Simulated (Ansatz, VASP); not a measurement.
# One calculation of TiAl30, two programs

```xyz
31
Lattice="8.1000 0.0000 0.0000 0.0000 8.1000 0.0000 0.0000 0.0000 8.1000" Properties=species:S:1:pos:R:3 pbc="T T T"
Al    4.0518   -0.0183   -0.0194
Al    6.0881    2.0088    0.0149
Al    6.0879    0.0151    2.0075
Al   -0.0002    0.0260    0.0250
Al    2.0142    2.0082    0.0157
Al    4.0499    4.0508    0.0165
Al    6.0790    6.0643    0.0051
Al    2.0147    0.0159    2.0069
Al    4.0517    2.0216    2.0198
Al    6.1085    4.0162    2.0464
Al    4.0499    0.0183    4.0488
Al    6.1080    2.0472    4.0145
Al    6.0788    0.0081    6.0634
Al    0.0013    4.0060    0.0682
Al    2.0230    6.0654    0.0077
Al    1.9929    4.0159    2.0468
Al    4.0512    6.0636    2.0340
Al    0.0012    0.0700    4.0040
Al    1.9923    2.0482    4.0133
Al    4.0501    4.0519    4.0506
Al    6.0755    6.0762    4.0566
Al    2.0228    0.0080    6.0640
Al    4.0502    2.0353    6.0626
Al    6.0748    4.0563    6.0751
Al    0.0013    6.0667    2.0505
Al    2.0248    6.0757    4.0546
Al    0.0010    2.0515    6.0655
Al    2.0245    4.0574    6.0746
Al    4.0497    6.0737    6.0721
Al    0.0026    6.0908    6.0890
Ti   -0.0009    4.0847    4.0840
```

Alike in both runs: functional PBE; k mesh 3 × 3 × 3; occupations fermi-dirac, width 0.15 eV; no spin polarisation.

Ansatz relaxed the structure, and its values are those at the end. VASP's run is a single point on that final structure, the one shown.

```csv
,VASP,Ansatz
version,VASP 6.6.1,Ansatz 0.2.0
potentials or method,"VASP PAW PBE potentials, release 64 (Al, Ti_sv), cutoff 520 eV","scalar-relativistic, plane waves, PAW"
valence electrons in the cell,102,102
```

Ansatz gave:

- rms of the force components (eV/Å): 0.002

**Question.** Estimate VASP's values.

**Answer.** rms of the force components (eV/Å): 0.004.

The functional is the same, so the differences come from potentials, cutoffs and numerics.
